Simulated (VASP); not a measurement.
A run of VASP 6.6.1:

Contents of INCAR:

```
SYSTEM = Na
  PREC = Accurate
  ENCUT = 600
  EDIFF = 1E-7
  ISMEAR = -1
  SIGMA = 0.05
  LREAL = .False.
  LASPH = .True.
  NELM = 100
  ALGO = Normal
  ISIF = 3
  LWAVE = .False.
  LCHARG = .False.
  GGA = CA
  IBRION = 2
  NSW = 60
  EDIFFG = -0.005
```

Contents of KPOINTS:

```
regular mesh
0
Gamma
  12 12 7
  0 0 0
```

Contents of POSCAR:

```
Na
1.0
    3.6243901095      0.0000000000      0.0000000000
   -1.8121950548      3.1388139080      0.0000000000
    0.0000000000      0.0000000000      5.8715119774
Na
2
Direct
    0.3333333333      0.6666666667      0.2500000000
    0.6666666667      0.3333333333      0.7500000000
```

Potentials or basis: VASP PAW LDA potentials, release 64 (Na_pv).

Run with:

```console
$ cat potpaw_LDA.64/Na_pv/POTCAR > POTCAR
$ mpirun -np 1 vasp_std > vasp.out
```

Hardware: 1 thread of Oxide Virtual Turin-like Processor, with other jobs on the host.

Question: How long does it take, and how much memory?

Answer: It took 2.1 min on 1 thread of Oxide Virtual Turin-like Processor (shared host), peak memory 0.16 GiB. Counts: scf iterations 21, k points 76, ion steps 3.
